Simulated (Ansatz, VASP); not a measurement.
# One calculation of GdN, two programs

```
CELL_PARAMETERS angstrom
3.39759 0.00000 0.00000
-1.69880 2.94240 0.00000
0.00000 0.00000 3.09238
ATOMIC_POSITIONS crystal
Gd 0.33333 0.66667 0.50000
N 0.00000 0.00000 0.00000
```

Change from the starting cell: species swapped into the PrHo type (P-6m2, No. 187).

Alike in both runs: task relaxation of cell and atoms; functional PBE; k mesh 6 × 6 × 6; occupations gaussian, width 0.1 eV; collinear spin.

|  | VASP | Ansatz |
| --- | --- | --- |
| version | VASP 6.6.1 | Ansatz 0.2.0 |
| potentials or method | VASP PAW PBE potentials, release 64 (Gd, N), cutoff 600 eV | scalar-relativistic, plane waves, PAW |
| valence electrons in the cell | 23 | 23 |

```csv
,VASP,Ansatz,Ansatz less VASP
net moment per atom (μB),3.50,3.50,0.000
size of the moment on the site where the two differ most (μB),6.79,6.85,+0.059
relaxed volume (Å³/atom),15.46,15.46,0.000
relaxed cell length with the largest relative difference (Å),3.398,3.398,0.0000
```

Site moments also hang on the region over which each program counts them.

Spin-orbit coupling is off throughout. Noted on VASP's run: the relaxation stopped at its first step, so nothing moved.
